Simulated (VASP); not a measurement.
Wanted: the native input for a VASP 6.6.1 run.

| Quantity | Value |
| --- | --- |
| Task | single point |
| Functional | PBEsol |
| Potentials or basis | VASP PAW PBE potentials, release 64 (Ti_sv, Al) |
| Cutoff | 520 eV |
| k mesh | 12 × 12 × 12 |
| Occupations | gaussian, width 0.15 eV |
| Spin | no spin polarisation |
| Dipole correction | no |
| Further INCAR settings | ALGO = Fast; EDIFF = 1e-07; NBANDS = 18 |

The structure of TiAl3 lies in POSCAR:

```
TiAl3
1.0
    4.0667951544      0.0000000000      0.0000000000
    0.0000000000      4.0667951544      0.0000000000
    0.0000000000      0.0000000000      3.8298944658
Ti Al
1 3
Direct
    0.0000000000      0.0000000000      0.0000000000
    0.5000000000      0.5000000000      0.0000000000
    0.5000000000      0.0000000000      0.5000000000
    0.0000000000      0.5000000000      0.5000000000
```

This cell differs from its parent crystal: strain +0.030 along x and y, -0.030 along z.

One way to write it, as run:

INCAR

```
SYSTEM = TiAl3
PREC     = Accurate       ! precision mode
ENCUT    = 520            ! plane-wave cutoff, eV
EDIFF    = 1E-7           ! SCF threshold, eV
ISMEAR   = 0              ! smearing method
SIGMA    = 0.15           ! smearing width, eV
LREAL    = .False.        ! projectors in reciprocal space
LASPH    = .True.         ! aspherical terms in the spheres
NELM     = 100            ! most SCF steps
ALGO     = Fast           ! electronic algorithm
ISIF     = 2              ! what is computed and relaxed
LWAVE    = .False.        ! write WAVECAR
LCHARG   = .False.        ! write CHGCAR
GGA      = PS             ! functional
NBANDS   = 18             ! bands
```

KPOINTS

```
regular mesh
0
Gamma
  12 12 12
  0 0 0
```

Potentials or basis: VASP PAW PBE potentials, release 64 (Ti_sv, Al).

Launch:

```bash
$ cat potpaw_PBE.64/Ti_sv/POTCAR potpaw_PBE.64/Al/POTCAR > POTCAR
$ mpirun -np 1 vasp_std > vasp.out
```

Results of the run:

| Quantity | Value |
| --- | --- |
| Pressure | -2.7 GPa |
| Band gap on the k mesh | zero (an odd number of electrons rules out a gap without spin polarisation) |

Caveat: the cell differs from its parent crystal (strain +0.030 along x and y, -0.030 along z); the PAW data sets were made with another functional, which shifts forces and pressure a little.

Run time: 12 min on 1 thread of Intel Xeon 8259CL, with other jobs on the host, peak memory 0.33 GiB.
